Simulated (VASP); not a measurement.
# Sc (Im-3m) in VASP: notebook

Runs on Sc. Level: PBE. Tasks: density of states.

All numbers are computed with VASP 6.6.1; they aren't measurements. Logs are shortened: lines on timing, memory, paths and dates and some standing lists are left out, and cuts for length are marked.

## (1) The cell of the first run

It takes space group Im-3m (No. 229, cubic). The conventional cell has a = 2.711 Å, b = 2.711 Å, c = 2.711 Å, α = 90.00°, β = 90.00°, γ = 90.00°. Sc (site symmetry m-3m) has 14 Sc at 2.35 to 2.71 Å within 3.1 Å.

## (2) Density of states, PBE (volume scaled by 0.4)

Input file POSCAR:

```
Sc
1.0
   -1.3552740570      1.3552740570      1.3552740570
    1.3552740570     -1.3552740570      1.3552740570
    1.3552740570      1.3552740570     -1.3552740570
Sc
1
Direct
    0.0000000000      0.0000000000      0.0000000000
```

Input file INCAR.step1:

```
SYSTEM = Sc
  ALGO = Normal
  EDIFF = 1E-7
  ENCUT = 520
  GGA = PE
  ISIF = 2
  ISMEAR = -1
  LASPH = .True.
  LCHARG = .True.
  LMAXMIX = 4
  LREAL = .False.
  LWAVE = .False.
  NBANDS = 12
  NELM = 60
  PREC = Accurate
  SIGMA = 0.05
```

Input file KPOINTS.step1:

```
k-points
0
Gamma
  16 16 16
  0 0 0
```

Input file INCAR.step2:

```
SYSTEM = Sc
  ALGO = Normal
  EDIFF = 1E-7
  ENCUT = 520
  GGA = PE
  ICHARG = 11
  ISIF = 2
  ISMEAR = -5
  LASPH = .True.
  LCHARG = .False.
  LMAXMIX = 4
  LORBIT = 11
  LREAL = .False.
  LWAVE = .False.
  NBANDS = 12
  NEDOS = 1001
  NELM = 60
  PREC = Accurate
  SIGMA = 0.05
```

Input file KPOINTS.step2:

```
k-points
0
Gamma
  24 24 24
  0 0 0
```

Potentials or basis: VASP PAW PBE potentials, release 64 (Sc_sv).

Command:

```sh
$ cat potpaw_PBE.64/Sc_sv/POTCAR > POTCAR
$ cp INCAR.step1 INCAR
$ cp KPOINTS.step1 KPOINTS
$ mpirun -np 1 vasp_std > vasp.out
$ cp INCAR.step2 INCAR
$ cp KPOINTS.step2 KPOINTS
$ mpirun -np 1 vasp_std > vasp.out
```

OUTCAR:

```text
SYSTEM = Sc
   EDIFF = 1E-7
   ENCUT = 520
   GGA = PE
   ICHARG = 11
   ISIF = 2
   ISMEAR = -5
   LASPH = .True.
   LORBIT = 11
   LREAL = .False.
   NELM = 60
   PREC = Accurate

 ion  position               nearest neighbor table
   1  0.000  0.000  0.000-

  LATTYP: Found a body centered cubic cell.
 ALAT       =     2.7105481140

  Lattice vectors:

 A1 = (  -1.3552740570,   1.3552740570,   1.3552740570)
 A2 = (   1.3552740570,  -1.3552740570,   1.3552740570)
 A3 = (   1.3552740570,   1.3552740570,  -1.3552740570)

Analysis of symmetry for initial positions (statically):
=====================================================================
 Subroutine PRICEL returns:
 Original cell was already a primitive cell.

 Routine SETGRP: Setting up the symmetry group for a
 body centered cubic supercell.

 Subroutine GETGRP returns: Found 48 space group operations
 (whereof 48 operations were pure point group operations)
 out of a pool of 48 trial point group operations.

The static configuration has the point symmetry O_h .

Analysis of symmetry for dynamics (positions and initial velocities):
=====================================================================
 Subroutine PRICEL returns:
 Original cell was already a primitive cell.

 Routine SETGRP: Setting up the symmetry group for a
 body centered cubic supercell.

 Subroutine GETGRP returns: Found 48 space group operations
 (whereof 48 operations were pure point group operations)
 out of a pool of 48 trial point group operations.

The dynamic configuration has the point symmetry O_h .

 Subroutine INISYM returns: Found 48 space group operations
 (whereof 48 operations are pure point group operations),
 and found     1 'primitive' translations

----------------------------------------------------------------------------------------

                                     Primitive cell

  volume of cell :       9.9573

  direct lattice vectors                    reciprocal lattice vectors
    -1.355274057  1.355274057  1.355274057     0.000000000  0.368929072  0.368929072
     1.355274057 -1.355274057  1.355274057     0.368929072  0.000000000  0.368929072
     1.355274057  1.355274057 -1.355274057     0.368929072  0.368929072  0.000000000

  length of vectors
     2.347403525  2.347403525  2.347403525     0.521744497  0.521744497  0.521744497

  position of ions in fractional coordinates (direct lattice)
[... 83 lines left out ...]
   IBRION =     -1    ionic relax: 0-MD 1-quasi-New 2-CG
   NFREE  =      0    steps in history (QN), initial steepest desc. (CG)
   ISIF   =      2    stress and relaxation
   ISYM   =      2    0-nonsym 1-usesym 2-fastsym
   POTIM  = 0.5000    time-step for ionic-motion
   TEBEG  =    0.0;   TEEND  =   0.0 temperature during run
   PSTRESS=    0.0 pullay stress
   NELECT =      11.0000    total number of electrons
   NUPDOWN=      -1.0000    fix difference up-down
   EMIN   =  10.00;   EMAX   =-10.00  energy-range for DOS
   EFERMI =   0.00;   METHOD = LEGACY
   ISMEAR =    -5;   SIGMA  =   0.05  broadening in eV -4-tet -1-fermi 0-gaus
   EFERMI_NEDOS =   21; number of points for ismear=-14 and -15
   IALGO  =     38    algorithm
   IMIX   =      4    mixing-type and parameters
     AMIX     =   0.40;   BMIX     =  1.00
     AMIX_MAG =   1.60;   BMIX_MAG =  1.00
  volume/ion in A,a.u.               =       9.96        67.20
  Fermi-wavevector in a.u.,A,eV,Ry     =   1.692357  3.198091 38.968060  2.864072
  Thomas-Fermi vector in A             =   2.773958
   LORBIT       =     11    0 simple, 1 ext, 2 COOP (PROOUT), +10 PAW based schemes
   GGA     = PE    functional components
   LHFCALC =     F    Hartree Fock is set to
   AEXX    =    0.0000 exact exchange contribution
   IVDW    =     0    specifies the selected vdW correction
   LEPSILON=     F    determine dielectric tensor
   LRPA    =     F    only Hartree local field effects (RPA)
 non-spin polarized calculation
 Fermi weights with tetrahedron method with Bloechl corrections
  energy-cutoff  :      520.00
  volume of cell :        9.96
 maximum number of plane-waves:       277
 NGX is ok and might be reduce to    18

 number of electron      11.0000003 magnetization

 Free energy of the ion-electron system (eV)
  ---------------------------------------------------
  ext. energy  EPLUGINS =         0.00000000
  ---------------------------------------------------
  free energy    TOTEN  =        -1.67261731 eV

  energy without entropy =       -1.67261731  energy(sigma->0) =       -1.67261731

 E-fermi :  10.8165     XC(G=0): -14.2758

 val. band max:       10.9793311584   @ k =   0.1250   0.1250   0.1250
 cond. band min:      10.7445743202   @ k =  -0.2500   0.3333   0.1667
 fundamental gap:     -0.2347568382
 Fermi energy:        10.8165297747

 k-point     1 :       0.0000    0.0000    0.0000
  band No.  band energies     occupation
      1     -38.1889      2.00000
      2     -13.4627      2.00000
      3     -13.4627      2.00000
      4     -13.4627      2.00000
      5       7.2872      2.00000
      6      13.2929      0.00000
      7      13.2929      0.00000
      8      13.2929      0.00000
      9      17.0253      0.00000
     10      17.0253      0.00000
     11      32.7002      0.00000
     12      32.7002      0.00000
[... 331 lines left out ...]
 k-point    24 :       0.4583    0.0417    0.0000
  band No.  band energies     occupation
      1     -36.4588      2.00000
      2     -18.4897      2.00000
      3     -14.8975      2.00000
      4     -13.6492      2.00000
      5       7.4152      2.00000
      6      10.0267      2.00000
      7      17.3203      0.00000
      8      17.6164      0.00000
      9      18.8517      0.00000
     10      21.6494      0.00000
     11      29.0621      0.00000
     12      31.0101      0.00000

 [... further k-points ...]
[... 5 lines left out ...]
  --------------------------------------------------------------------------------------
  -------------------------------------------------------------------------------------
  Total       10.5122173     10.5122173     10.5122173     -0.0000000     -0.0000000     -0.0000000
  in kB     1691.4670628   1691.4670628   1691.4670628     -0.0000000     -0.0000000     -0.0000000
  external PRESSURE =    1691.4670628 kB  Pullay stress =       0.0000000 kB

 VOLUME and BASIS-vectors are now :
 -----------------------------------------------------------------------------
  energy-cutoff  :      520.00
  volume of cell :        9.96
      direct lattice vectors                 reciprocal lattice vectors
    -1.355274057  1.355274057  1.355274057     0.000000000  0.368929072  0.368929072
     1.355274057 -1.355274057  1.355274057     0.368929072  0.000000000  0.368929072
     1.355274057  1.355274057 -1.355274057     0.368929072  0.368929072  0.000000000

 POSITION                                       TOTAL-FORCE (eV/Angst)
 -----------------------------------------------------------------------------------
      0.00000      0.00000      0.00000         0.000000      0.000000      0.000000
 -----------------------------------------------------------------------------------
    total drift:                                0.000000     -0.000000     -0.000000

  FREE ENERGIE OF THE ION-ELECTRON SYSTEM (eV)
  ---------------------------------------------------
  free  energy   TOTEN  =        -1.6726173054 eV

  energy  without entropy=       -1.6726173054  energy(sigma->0) =       -1.67261731

 total charge

# of ion       s       p       d       tot
------------------------------------------
    1        2.458   6.194   2.578  11.231
```

OUTCAR.step1:

```text
SYSTEM = Sc
   EDIFF = 1E-7
   ENCUT = 520
   GGA = PE
   ISIF = 2
   ISMEAR = -1
   LASPH = .True.
[... 577 lines left out ...]
 -----------------------------------------------------------------------------------
      0.00000      0.00000      0.00000        -0.000000      0.000000     -0.000000
 -----------------------------------------------------------------------------------
    total drift:                                0.000000      0.000000      0.000000

  FREE ENERGIE OF THE ION-ELECTRON SYSTEM (eV)
  ---------------------------------------------------
  free  energy   TOTEN  =        -1.6757462863 eV

  energy  without entropy=       -1.6618584386  energy(sigma->0) =       -1.66880236
```

Wall time 40 s (1 thread of Intel Xeon Platinum 8488C (Sapphire Rapids), shared host); peak memory 0.18 GiB.

Caveat: tetrahedron occupations give inexact forces and stress in metals.

## (3) Density of states, PBE (volume scaled by 0.8)

Input file POSCAR:

```
Sc
1.0
   -1.7075383128      1.7075383128      1.7075383128
    1.7075383128     -1.7075383128      1.7075383128
    1.7075383128      1.7075383128     -1.7075383128
Sc
1
Direct
    0.0000000000      0.0000000000      0.0000000000
```

Input file INCAR.step1:

```
SYSTEM = Sc
ALGO = Normal ; EDIFF = 1E-6
ENCUT = 520 ; GGA = PE
ISIF = 2 ; ISMEAR = -1
LASPH = .True. ; LCHARG = .True.
LMAXMIX = 4 ; LREAL = .False.
LWAVE = .False. ; NBANDS = 12
NELM = 100 ; PREC = Accurate
SIGMA = 0.05
```

KPOINTS.step1 is that of step 2.

Input file INCAR.step2:

```
SYSTEM = Sc
ALGO = Normal ; EDIFF = 1E-6
ENCUT = 520 ; GGA = PE
ICHARG = 11 ; ISIF = 2
ISMEAR = -5 ; LASPH = .True.
LCHARG = .False. ; LMAXMIX = 4
LORBIT = 11 ; LREAL = .False.
LWAVE = .False. ; NBANDS = 12
NEDOS = 2001 ; NELM = 100
PREC = Accurate ; SIGMA = 0.05
```

KPOINTS.step2 is that of step 2.

Potentials or basis: VASP PAW PBE potentials, release 64 (Sc_sv).

Command:

```sh
$ cat potpaw_PBE.64/Sc_sv/POTCAR > POTCAR
$ cp INCAR.step1 INCAR
$ cp KPOINTS.step1 KPOINTS
$ mpirun -np 1 vasp_std > vasp.out
$ cp INCAR.step2 INCAR
$ cp KPOINTS.step2 KPOINTS
$ mpirun -np 1 vasp_std > vasp.out
```

OUTCAR:

```text
SYSTEM = Sc
   EDIFF = 1E-6
   ENCUT = 520
   GGA = PE
   ICHARG = 11
   ISIF = 2
   ISMEAR = -5
   LASPH = .True.
   LORBIT = 11
   LREAL = .False.
   NELM = 100
   PREC = Accurate

 ion  position               nearest neighbor table
   1  0.000  0.000  0.000-

  LATTYP: Found a body centered cubic cell.
 ALAT       =     3.4150766256

  Lattice vectors:

 A1 = (  -1.7075383128,   1.7075383128,   1.7075383128)
 A2 = (   1.7075383128,  -1.7075383128,   1.7075383128)
 A3 = (   1.7075383128,   1.7075383128,  -1.7075383128)

Analysis of symmetry for initial positions (statically):
=====================================================================
 Subroutine PRICEL returns:
 Original cell was already a primitive cell.

 Routine SETGRP: Setting up the symmetry group for a
 body centered cubic supercell.

 Subroutine GETGRP returns: Found 48 space group operations
 (whereof 48 operations were pure point group operations)
 out of a pool of 48 trial point group operations.

The static configuration has the point symmetry O_h .

Analysis of symmetry for dynamics (positions and initial velocities):
=====================================================================
 Subroutine PRICEL returns:
 Original cell was already a primitive cell.

 Routine SETGRP: Setting up the symmetry group for a
 body centered cubic supercell.

 Subroutine GETGRP returns: Found 48 space group operations
 (whereof 48 operations were pure point group operations)
 out of a pool of 48 trial point group operations.

The dynamic configuration has the point symmetry O_h .

 Subroutine INISYM returns: Found 48 space group operations
 (whereof 48 operations are pure point group operations),
 and found     1 'primitive' translations

[... 116 lines left out ...]
  Fermi-wavevector in a.u.,A,eV,Ry     =   1.343225  2.538326 24.548340  1.804252
  Thomas-Fermi vector in A             =   2.471316
   LORBIT       =     11    0 simple, 1 ext, 2 COOP (PROOUT), +10 PAW based schemes
   GGA     = PE    functional components
   LHFCALC =     F    Hartree Fock is set to
   AEXX    =    0.0000 exact exchange contribution
   IVDW    =     0    specifies the selected vdW correction
   LEPSILON=     F    determine dielectric tensor
   LRPA    =     F    only Hartree local field effects (RPA)
 non-spin polarized calculation
 Fermi weights with tetrahedron method with Bloechl corrections
  energy-cutoff  :      520.00
  volume of cell :       19.91
 maximum number of plane-waves:       555
 NGX is ok and might be reduce to    24

 number of electron      10.9999999 magnetization

 Free energy of the ion-electron system (eV)
  ---------------------------------------------------
  ext. energy  EPLUGINS =         0.00000000
  ---------------------------------------------------
  free energy    TOTEN  =        -5.92086471 eV

  energy without entropy =       -5.92086471  energy(sigma->0) =       -5.92086471

 E-fermi :   5.1887     XC(G=0): -10.7690

 val. band max:        5.1796719562   @ k =  -0.2500   0.4167   0.0833
 cond. band min:       5.1404808005   @ k =  -0.3750  -0.3750   0.0417
 fundamental gap:     -0.0391911558
 Fermi energy:         5.1886580491

 k-point     1 :       0.0000    0.0000    0.0000
  band No.  band energies     occupation
      1     -43.8916      2.00000
      2     -22.1163      2.00000
      3     -22.1163      2.00000
      4     -22.1163      2.00000
      5      -0.4228      2.00000
      6       6.9023      0.00000
      7       6.9023      0.00000
      8       6.9023      0.00000
      9       8.7119      0.00000
     10       8.7119      0.00000
     11      20.7223      0.00000
     12      20.7223      0.00000
[... 331 lines left out ...]
 k-point    24 :       0.4583    0.0417    0.0000
  band No.  band energies     occupation
      1     -43.7373      2.00000
      2     -22.9007      2.00000
      3     -22.3620      2.00000
      4     -22.1294      2.00000
      5       3.0654      2.00000
      6       5.3688      0.00000
      7       6.1383      0.00000
      8       8.7215      0.00000
      9       9.1784      0.00000
     10      10.5066      0.00000
     11      14.2907      0.00000
     12      17.1488      0.00000

 [... further k-points ...]
[... 5 lines left out ...]
  --------------------------------------------------------------------------------------
  -------------------------------------------------------------------------------------
  Total        2.0460108      2.0460108      2.0460108      0.0000000      0.0000000      0.0000000
  in kB      164.6065578    164.6065578    164.6065578      0.0000000      0.0000000      0.0000000
  external PRESSURE =     164.6065578 kB  Pullay stress =       0.0000000 kB

 VOLUME and BASIS-vectors are now :
 -----------------------------------------------------------------------------
  energy-cutoff  :      520.00
  volume of cell :       19.91
      direct lattice vectors                 reciprocal lattice vectors
    -1.707538313  1.707538313  1.707538313     0.000000000  0.292819198  0.292819198
     1.707538313 -1.707538313  1.707538313     0.292819198  0.000000000  0.292819198
     1.707538313  1.707538313 -1.707538313     0.292819198  0.292819198  0.000000000

 POSITION                                       TOTAL-FORCE (eV/Angst)
 -----------------------------------------------------------------------------------
      0.00000      0.00000      0.00000         0.000000      0.000000      0.000000
 -----------------------------------------------------------------------------------
    total drift:                               -0.000000      0.000000      0.000000

  FREE ENERGIE OF THE ION-ELECTRON SYSTEM (eV)
  ---------------------------------------------------
  free  energy   TOTEN  =        -5.9208647116 eV

  energy  without entropy=       -5.9208647116  energy(sigma->0) =       -5.92086471

 total charge

# of ion       s       p       d       tot
------------------------------------------
    1        2.315   6.136   1.169   9.620
```

OSZICAR.step1:

```text
N       E                     dE             d eps       ncg     rms          rms(c)
DAV:   1     0.714135628768E+02    0.71414E+02   -0.50724E+03  3512   0.922E+02
DAV:   2    -0.517024174128E+01   -0.76584E+02   -0.74806E+02  3484   0.284E+02
DAV:   3    -0.645331240718E+01   -0.12831E+01   -0.12621E+01  4460   0.501E+01
DAV:   4    -0.647180092500E+01   -0.18489E-01   -0.18482E-01  4416   0.470E+00
DAV:   5    -0.647204592298E+01   -0.24500E-03   -0.24500E-03  4480   0.522E-01    0.680E+00
DAV:   6    -0.600375141475E+01    0.46829E+00   -0.66655E-01  5032   0.126E+01    0.224E+00
DAV:   7    -0.593425409741E+01    0.69497E-01   -0.15363E-01  5348   0.579E+00    0.506E-01
DAV:   8    -0.592990252587E+01    0.43516E-02   -0.80829E-03  3924   0.130E+00    0.131E-01
DAV:   9    -0.592970107104E+01    0.20145E-03   -0.68255E-04  4912   0.424E-01    0.176E-02
DAV:  10    -0.592970334897E+01   -0.22779E-05   -0.11672E-05  3832   0.344E-02    0.397E-03
DAV:  11    -0.592970343527E+01   -0.86296E-07   -0.49927E-07  2392   0.118E-02
   1 F= -.59297034E+01 E0= -.59206172E+01  d E =-.181724E-01
```

Wall time 56 s (1 thread of Intel Xeon Platinum 8259CL at 2.50GHz (Skylake/Cascade Lake), shared host); peak memory 0.24 GiB.

Results:

```yaml
Valence_electrons_inside_the_program's_atomic_spheres: Sc 9.62
```

Caveat: tetrahedron occupations give inexact forces and stress in metals.

## (4) Density of states, PBE (volume scaled by 0.8)

POSCAR is that of step 3.

Input file INCAR.step1:

```
PREC = Accurate ; ENCUT = 520
EDIFF = 1E-6 ; ISMEAR = -1
SIGMA = 0.05 ; LREAL = F
LASPH = T ; NELM = 80
ALGO = Normal ; ISIF = 2
LWAVE = F ; LCHARG = T
LMAXMIX = 4 ; GGA = PE
NBANDS = 12
```

Input file KPOINTS.step1:

```
regular mesh
0
Gamma
  16 16 16
```

Input file INCAR.step2:

```
PREC = Accurate ; ENCUT = 520
EDIFF = 1E-6 ; ISMEAR = -5
SIGMA = 0.05 ; LREAL = F
LASPH = T ; NELM = 80
ALGO = Normal ; ISIF = 2
LWAVE = F ; LCHARG = F
LMAXMIX = 4 ; GGA = PE
LORBIT = 10 ; NEDOS = 1001
ICHARG = 11
```

Input file KPOINTS.step2:

```
regular mesh
0
Gamma
  24 24 24
```

Command:

```sh
$ cat potpaw_PBE.64/Sc_sv/POTCAR > POTCAR
$ cp INCAR.step1 INCAR
$ cp KPOINTS.step1 KPOINTS
$ mpirun -np 1 vasp_std > vasp.out
$ cp INCAR.step2 INCAR
$ cp KPOINTS.step2 KPOINTS
$ mpirun -np 1 vasp_std > vasp.out
```

It took 48 s on 1 thread of Intel Xeon Platinum 8259CL at 2.50GHz (Skylake/Cascade Lake), shared host; peak memory 0.22 GiB.

It converged, with:

```
Valence electrons inside the program's atomic spheres : Sc 9.62
```

Levels at points of the mesh, in eV from the Fermi level:
| k point | band 2 | band 3 | band 4 | band 5 | band 6 | band 7 | band 8 | band 9 |
| --- | --- | --- | --- | --- | --- | --- | --- | --- |
| (0.00, 0.00, 0.00) | -27.30 | -27.30 | -27.30 | -5.61 | 1.71 | 1.71 | 1.71 | 3.52 |
| (0.50, 0.00, 0.00) | -28.10 | -27.55 | -27.31 | -2.15 | 0.17 | 1.02 | 3.55 | 3.97 |
| (0.50, 0.50, 0.50) | -27.84 | -27.84 | -27.84 | -1.80 | -1.80 | 4.90 | 4.90 | 4.90 |

Caveat: tetrahedron occupations give inexact forces and stress in metals.
